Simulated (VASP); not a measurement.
# Be2CdS2 (P-6m2) in VASP: a series of runs

Be2CdS2 is run at these levels: PBE; tasks: relaxation of cell and atoms, single point.

All numbers are computed with VASP 6.6.1; they aren't measurements. Logs are shortened: lines on timing, memory, paths and dates and some standing lists are left out, and cuts for length are marked.

### 1 The cell of the first run

It takes space group P-6m2 (No. 187, hexagonal). The conventional cell has a = 4.009 Å, b = 4.009 Å, c = 6.975 Å, α = 90.00°, β = 90.00°, γ = 120.00°. Within 3.7 Å of Be (site symmetry 3m) lie 6 S at 2.80 to 3.00 Å and 3 Cd at 3.00 Å and 1 Be at 3.16 Å. Cd (site symmetry -6m2) has 3 S at 2.31 Å and 6 Be at 3.00 Å within 3.1 Å. S (site symmetry -6m2) has 6 Be at 2.80 Å and 2 Cd at 3.49 Å within 3.7 Å. S (site symmetry -6m2) has 3 Cd at 2.31 Å and 6 Be at 3.00 Å within 3.1 Å.

### 2 Relaxation of cell and atoms, PBE

The input, INCAR:

```
SYSTEM = Be2CdS2
ALGO     = Normal         ! electronic algorithm
EDIFF    = 1E-7           ! SCF threshold, eV
EDIFFG   = -0.04          ! ionic threshold
ENCUT    = 600            ! plane-wave cutoff, eV
GGA      = PE             ! functional
IBRION   = 2              ! ionic algorithm
ISIF     = 3              ! what is computed and relaxed
ISMEAR   = 0              ! smearing method
LASPH    = .True.         ! aspherical terms in the spheres
LCHARG   = .False.        ! write CHGCAR
LREAL    = .False.        ! projectors in reciprocal space
LWAVE    = .False.        ! write WAVECAR
NELM     = 60             ! most SCF steps
NSW      = 90             ! ionic steps
PREC     = Accurate       ! precision mode
SIGMA    = 0.1            ! smearing width, eV
```

The input, KPOINTS:

```
k-points
0
Gamma
  6 6 4
  0 0 0
```

The input, POSCAR:

```
Be2CdS2
1.0
    4.0092005700      0.0000000000      0.0000000000
   -2.0046002900      3.4720695400      0.0000000000
    0.0000000000      0.0000000000      6.9749277600
Be Cd S
2 1 2
Direct
    0.6666666700      0.3333333300      0.2264030000
    0.6666666700      0.3333333300      0.7735970000
    0.0000000000      0.0000000000      0.5000000000
    0.0000000000      0.0000000000      0.0000000000
    0.3333333300      0.6666666700      0.5000000000
```

Potentials or basis: VASP PAW PBE potentials, release 64 (Be, Cd, S).

Launch:

```
cat potpaw_PBE.64/Be/POTCAR potpaw_PBE.64/Cd/POTCAR potpaw_PBE.64/S/POTCAR > POTCAR
mpirun -np 1 vasp_std > vasp.out
```

OUTCAR:

```text
SYSTEM = Be2CdS2
   EDIFF = 1E-7
   EDIFFG = -0.04
   ENCUT = 600
   GGA = PE
   IBRION = 2
   ISIF = 3
   ISMEAR = 0
   LASPH = .True.
   LREAL = .False.
   NELM = 60
   NSW = 90
   PREC = Accurate

 ion  position               nearest neighbor table
   1  0.667  0.333  0.226-   3 3.00   3 3.00   3 3.00
   2  0.667  0.333  0.774-   3 3.00   3 3.00   3 3.00
   3  0.000  0.000  0.500-   5 2.31   5 2.31   5 2.31   1 3.00   2 3.00   2 3.00   1 3.00   2 3.00
                             1 3.00
   4  0.000  0.000  0.000-
   5  0.333  0.667  0.500-   3 2.31   3 2.31   3 2.31

  LATTYP: Found a hexagonal cell.
 ALAT       =     4.0092005700
 C/A-ratio  =     1.7397303124

  Lattice vectors:

 A1 = (   4.0092005700,   0.0000000000,   0.0000000000)
 A2 = (  -2.0046002900,   3.4720695400,   0.0000000000)
 A3 = (   0.0000000000,   0.0000000000,   6.9749277600)

Analysis of symmetry for initial positions (statically):
=====================================================================
 Subroutine PRICEL returns:
 Original cell was already a primitive cell.

 Routine SETGRP: Setting up the symmetry group for a
 hexagonal supercell.

 Subroutine GETGRP returns: Found 12 space group operations
 (whereof 12 operations were pure point group operations)
 out of a pool of 24 trial point group operations.

The static configuration has the point symmetry D_3h.

Analysis of symmetry for dynamics (positions and initial velocities):
=====================================================================
 Subroutine PRICEL returns:
 Original cell was already a primitive cell.

 Routine SETGRP: Setting up the symmetry group for a
 hexagonal supercell.

 Subroutine GETGRP returns: Found 12 space group operations
 (whereof 12 operations were pure point group operations)
 out of a pool of 24 trial point group operations.

The dynamic configuration has the point symmetry D_3h.

 Subroutine INISYM returns: Found 12 space group operations
 (whereof 12 operations are pure point group operations),
 and found     1 'primitive' translations

----------------------------------------------------------------------------------------

                                     Primitive cell

  volume of cell :      97.0926

  direct lattice vectors                    reciprocal lattice vectors
     4.009200570  0.000000000  0.000000000     0.249426284  0.144006333  0.000000000
    -2.004600290  3.472069540  0.000000000     0.000000000  0.288012665  0.000000000
     0.000000000  0.000000000  6.974927760     0.000000000  0.000000000  0.143370661

  length of vectors
     4.009200570  4.009200570  6.974927760     0.288012665  0.288012665  0.143370661

  position of ions in fractional coordinates (direct lattice)
     0.666666670  0.333333330  0.226403000
     0.666666670  0.333333330  0.773597000
     0.000000000  0.000000000  0.500000000
     0.000000000  0.000000000  0.000000000
     0.333333330  0.666666670  0.500000000

  ion indices of the primitive-cell ions
   primitive index   ion index
                 1           1
                 2           2
                 3           3
                 4           4
                 5           5

----------------------------------------------------------------------------------------

 KPOINTS: k-points

Automatic generation of k-mesh.
 Grid dimensions read from file:
 generate k-points for:    6    6    4

 Generating k-lattice:

  Cartesian coordinates                     Fractional coordinates (reciprocal lattice)
     0.041571047  0.024001055  0.000000000     0.166666667  0.000000000  0.000000000
     0.000000000  0.048002111  0.000000000     0.000000000  0.166666667  0.000000000
     0.000000000  0.000000000  0.035842665     0.000000000  0.000000000  0.250000000

  Length of vectors
     0.048002111  0.048002111  0.035842665

  Shift w.r.t. Gamma in fractional coordinates (k-lattice)
     0.000000000  0.000000000  0.000000000

 Subroutine IBZKPT returns following result:
 ===========================================

 Found     21 irreducible k-points:

 Following reciprocal coordinates:
            Coordinates               Weight
  0.000000  0.000000  0.000000      1.000000
  0.166667  0.000000  0.000000      6.000000
  0.333333  0.000000  0.000000      6.000000
  0.500000  0.000000  0.000000      3.000000
  0.166667  0.166667  0.000000      6.000000
  0.333333  0.166667  0.000000     12.000000
[... 13 lines left out ...]
  0.333333  0.166667  0.500000     12.000000
  0.333333  0.333333  0.500000      2.000000
   k-points           NKPTS =     21   k-points in BZ     NKDIM =     21   number of bands    NBANDS=     18
   number of dos      NEDOS =    301   number of ions     NIONS =      5
   total plane-waves  NPLWV =  57344
   dimension x,y,z NGX =    32 NGY =   32 NGZ =   56
   dimension x,y,z NGXF=    64 NGYF=   64 NGZF=  112
   ions per type =               2   1   2
   NGX,Y,Z   is equivalent  to a cutoff of  13.27, 13.27, 13.35 a.u.
   NGXF,Y,Z  is equivalent  to a cutoff of  26.54, 26.54, 26.69 a.u.
 SYSTEM =  Be2CdS2
   PREC   = accura    normal or accurate (medium, high low for compatibility)
   ISTART =      0    job   : 0-new  1-cont  2-samecut
   ICHARG =      2    charge: 1-file 2-atom 10-const
   ISPIN  =      1    spin polarized calculation?
   LNONCOLLINEAR =      F non collinear calculations
   LSORBIT =      F    spin-orbit coupling
   LASPH  =      T    aspherical Exc in radial PAW
   ENCUT  =  600.0 eV  44.10 Ry    6.64 a.u.   8.01  8.01 13.93*2*pi/ulx,y,z
   NELM   =     60;   NELMIN=  2; NELMDL= -5     # of ELM steps
   EDIFF  = 0.1E-06   stopping-criterion for ELM
   LREAL  =      F    real-space projection
   EDIFFG = -.4E-01   stopping-criterion for IOM
   NSW    =     90    number of steps for IOM
   IBRION =      2    ionic relax: 0-MD 1-quasi-New 2-CG
   NFREE  =      1    steps in history (QN), initial steepest desc. (CG)
   ISIF   =      3    stress and relaxation
   ISYM   =      2    0-nonsym 1-usesym 2-fastsym
   POTIM  = 0.5000    time-step for ionic-motion
   TEBEG  =    0.0;   TEEND  =   0.0 temperature during run
   PSTRESS=    0.0 pullay stress
   NELECT =      28.0000    total number of electrons
   NUPDOWN=      -1.0000    fix difference up-down
   EMIN   =  10.00;   EMAX   =-10.00  energy-range for DOS
   EFERMI =   0.00;   METHOD = LEGACY
   ISMEAR =     0;   SIGMA  =   0.10  broadening in eV -4-tet -1-fermi 0-gaus
   EFERMI_NEDOS =   21; number of points for ismear=-14 and -15
   IALGO  =     38    algorithm
   IMIX   =      4    mixing-type and parameters
     AMIX     =   0.40;   BMIX     =  1.00
     AMIX_MAG =   1.60;   BMIX_MAG =  1.00
  volume/ion in A,a.u.               =      19.42       131.04
  Fermi-wavevector in a.u.,A,eV,Ry     =   1.081597  2.043922 15.916808  1.169852
  Thomas-Fermi vector in A             =   2.217618
   LORBIT       =      0    0 simple, 1 ext, 2 COOP (PROOUT), +10 PAW based schemes
   GGA     = PE    functional components
   LHFCALC =     F    Hartree Fock is set to
   AEXX    =    0.0000 exact exchange contribution
   IVDW    =     0    specifies the selected vdW correction
   LEPSILON=     F    determine dielectric tensor
   LRPA    =     F    only Hartree local field effects (RPA)
 conjugate gradient relaxation of ions
 non-spin polarized calculation
 Gauss-broadening in eV      SIGMA  =   0.10
  energy-cutoff  :      600.00
  volume of cell :       97.09
 maximum number of plane-waves:      3258
   NGX = 17   NGY = 17   NGZ = 27

--------------------------------------- Ionic step        1  -------------------------------------------

 number of electron      28.0000003 magnetization

 Free energy of the ion-electron system (eV)
  ---------------------------------------------------
  ext. energy  EPLUGINS =         0.00000000
  ---------------------------------------------------
  free energy    TOTEN  =       -12.52239069 eV

  energy without entropy =      -12.50804734  energy(sigma->0) =      -12.51521902

------------------------ aborting loop because EDIFF is reached ----------------------------------------

  FORCE on cell =-STRESS in cart. coord.  units (eV):
  Direction    XX          YY          ZZ          XY          YZ          ZX
  --------------------------------------------------------------------------------------
  -------------------------------------------------------------------------------------
  Total        3.5058750      3.5058750     -5.0674123     -0.0000000     -0.0000000      0.0000000
  in kB       57.8523630     57.8523629    -83.6201437     -0.0000001     -0.0000000      0.0000000
  external PRESSURE =      10.6948607 kB  Pullay stress =       0.0000000 kB
[... 98 lines left out ...]
  FREE ENERGIE OF THE ION-ELECTRON SYSTEM (eV)
  ---------------------------------------------------
  free  energy   TOTEN  =       -13.2456557867 eV

  energy  without entropy=      -13.2224816070  energy(sigma->0) =      -13.23406870

[... ionic steps 4 to 15 ...]

--------------------------------------- Ionic step       16  -------------------------------------------

 number of electron      28.0000002 magnetization

------------------------ aborting loop because EDIFF is reached ----------------------------------------

  FORCE on cell =-STRESS in cart. coord.  units (eV):
  Direction    XX          YY          ZZ          XY          YZ          ZX
  --------------------------------------------------------------------------------------
  -------------------------------------------------------------------------------------
  Total       -0.1422327     -0.1422327      0.1926029      0.0000000     -0.0000000      0.0000000
  in kB       -2.5486283     -2.5486283      3.4511978      0.0000000     -0.0000000      0.0000000
  external PRESSURE =      -0.5486863 kB  Pullay stress =       0.0000000 kB
[... 63 lines left out ...]
  energy  without entropy=      -13.5588466448  energy(sigma->0) =      -13.56702654

--------------------------------------- Ionic step       18  -------------------------------------------

 number of electron      28.0000001 magnetization

 Free energy of the ion-electron system (eV)
  ---------------------------------------------------
  ext. energy  EPLUGINS =         0.00000000
  ---------------------------------------------------
  free energy    TOTEN  =       -13.57639410 eV

  energy without entropy =      -13.55858034  energy(sigma->0) =      -13.56748722

 E-fermi :   4.3952     XC(G=0):  -9.7081

 val. band max:        4.3906626563   @ k =   0.5000   0.0000   0.5000
 cond. band min:       4.4184256846   @ k =   0.3333   0.0000   0.2500
 fundamental gap:      0.0277630283
 Fermi energy:         4.3952130361

 k-point     1 :       0.0000    0.0000    0.0000
  band No.  band energies     occupation
      1      -9.9456      2.00000
      2      -8.8157      2.00000
      3      -5.2593      2.00000
      4      -5.2593      2.00000
      5      -4.7668      2.00000
      6      -4.7668      2.00000
[... 10 lines left out ...]
     17       6.1087      0.00000
     18       7.9188      0.00000
[... 450 lines left out ...]
  FREE ENERGIE OF THE ION-ELECTRON SYSTEM (eV)
  ---------------------------------------------------
  free  energy   TOTEN  =       -13.5763941050 eV

  energy  without entropy=      -13.5585803423  energy(sigma->0) =      -13.56748722

 reached required accuracy - stopping structural energy minimisation
```

Run time: 12 min. Hardware: 1 thread of AMD EPYC 7R43 (Zen 3), shared host; peak memory 0.22 GiB.

What came out:

```yaml
Free_energy: -13.5764 eV
Relaxed_volume: 17.84 Å³/atom
Relaxed_cell: a = 4.382 Å, b = 4.382 Å, c = 5.362 Å, α = 90.00°, β = 90.00°, γ = 120.00°
Space_group_after_relaxing_to_0.05_Å: P-6m2 (No. 187)
Energy_gained_by_relaxing: 210.8 meV/atom
Ionic_steps: 18
Pressure_after_relaxing: -0.1 GPa
Largest_force_after_relaxing: 0.010 eV/Å
Band_gap_on_the_k_mesh: zero (band 14 reaches 5.57 eV, above the bottom of band 15 at 2.67 eV)
```

Forces on the atoms (eV/Å):
```
Be   0.000  0.000  0.010
Be   0.000  0.000 -0.010
Cd   0.000  0.000  0.000
S    0.000  0.000  0.000
S    0.000  0.000  0.000
```

The path:
| step | energy change (eV) | largest force (eV/Å) | pressure (GPa) | volume (Å³) |
| --- | --- | --- | --- | --- |
| 1 | 0.0000 | 1.4186 | 1.07 | 97.09 |
| 2 | -0.4769 | 0.8883 | -2.01 | 98.70 |
| 3 | -0.7233 | 0.6788 | -4.57 | 100.08 |
| 4 | -0.4778 | 2.0553 | -3.80 | 100.38 |
| 5 | -0.7582 | 0.5231 | -5.13 | 100.37 |
| 6 | -0.8247 | 0.3465 | -5.65 | 100.63 |
| 7 | -0.8995 | 1.3557 | 2.68 | 87.42 |
| 8 | -1.0149 | 0.3461 | -1.55 | 92.59 |
| 9 | -1.0449 | 0.0389 | -0.33 | 90.38 |
| 10 | -1.0450 | 0.0263 | -0.26 | 90.27 |
| 11 | -1.0464 | 0.0643 | 0.06 | 89.78 |
| 12 | -1.0467 | 0.0892 | 0.26 | 89.46 |
| 13 | -1.0477 | 0.0920 | 0.22 | 89.46 |
| 14 | -1.0500 | 0.1010 | 0.09 | 89.45 |
| 15 | -1.0508 | 0.1228 | -0.12 | 89.39 |
| 16 | -1.0511 | 0.1148 | -0.05 | 89.41 |
| 17 | -1.0528 | 0.0683 | -0.09 | 89.32 |
| 18 | -1.0540 | 0.0098 | -0.12 | 89.19 |

Final structure:
```
CELL_PARAMETERS angstrom
4.38239 0.00000 0.00000
-2.19119 3.79526 0.00000
0.00000 0.00000 5.36219
ATOMIC_POSITIONS crystal
Be 0.66667 0.33333 0.20455
Be 0.66667 0.33333 0.79545
Cd 0.00000 0.00000 0.50000
S 0.00000 0.00000 0.00000
S 0.33333 0.66667 0.50000
```

Levels at points of the mesh, in eV from the Fermi level:
```tsv
k point	band 11	band 12	band 13	band 14	band 15	band 16	band 17	band 18
(0.00, 0.00, 0.00)	-2.82	-2.56	-2.56	-1.75	-1.73	1.71	1.71	3.52
(0.50, 0.00, 0.00)	-4.76	-2.81	-2.63	-0.68	-0.01	0.92	2.97	3.07
(0.00, 0.00, 0.50)	-2.96	-2.72	-2.72	-1.32	-0.22	1.35	1.35	1.94
(0.50, 0.00, 0.50)	-3.54	-2.91	-2.88	0.00	0.28	2.11	3.98	4.14
```

(Continued in part 2 of 2.)
